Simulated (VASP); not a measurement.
A run of VASP 6.6.1 is set up as follows.

File INCAR:

```
ALGO = Normal
EDIFF = 1E-7
ENCUT = 520
ISIF = 2
ISMEAR = 0
LASPH = True
LCHARG = False
LREAL = False
LWAVE = False
NBANDS = 11
NELM = 60
PREC = Accurate
SIGMA = 0.15
```

Contents of KPOINTS:

```
k-points
0
Gamma
  22 22 22
```

File POSCAR:

```
Pt
1.0
    0.0000000000      2.3182552524      1.4141357040
    2.3182552524      0.0000000000      1.4141357040
    2.3182552524      2.3182552524      0.0000000000
Pt
1
Direct
    0.0000000000      0.0000000000      0.0000000000
```

Potentials or basis: VASP PAW LDA potentials, release 64 (Pt).

Command:

```console
$ cat potpaw_LDA.64/Pt/POTCAR > POTCAR
$ mpirun -np 1 vasp_std > vasp.out
```

(1) Predict the band gap on the k mesh.

(2) What does it give for the pressure?

Results:

(1) zero (band 5 reaches 11.75 eV, above the bottom of band 6 at 9.57 eV).

(2) -5.5 GPa.

Caveat: spin-orbit coupling is left out, which moves the levels of the heavy elements.
